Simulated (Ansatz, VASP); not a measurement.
# Ga in VASP and in Ansatz

```
Ga
1.0
     2.18339    0.00000    0.00000
    -1.09169    1.89087    0.00000
     0.00000    0.00000    2.11218
Ga
1
Cartesian
  0.0000 0.0000 0.0000
```

Change from the starting cell: volume scaled by 0.45, LAPW.

Alike in both runs: task single point; functional PBE; k mesh 17 × 17 × 15; occupations fermi-dirac, width 0.05 eV; no spin polarisation.

```csv
,VASP,Ansatz
version,VASP 6.6.1,Ansatz 0.2.0
potentials or method,"VASP PAW PBE potentials, release 64 (Ga_d), cutoff 520 eV","all-electron LAPW, scalar-relativistic"
```

VASP gave:

| Quantity | Value |
| --- | --- |
| pressure (GPa) | 276.3 |
| traceless stress, the component that is largest in VASP (GPa) | 0.26 |

Problem. Estimate Ansatz's values.

Solution. Pressure (GPa): 274.1; traceless stress, the component that is largest in VASP (GPa): 0.05.

Both programs put the cell under a high pressure, so it lies far from rest at this level. Ansatz ran all-electron here, and VASP with PAW potentials.

Noted on VASP's run: the cell as given lies far from equilibrium.
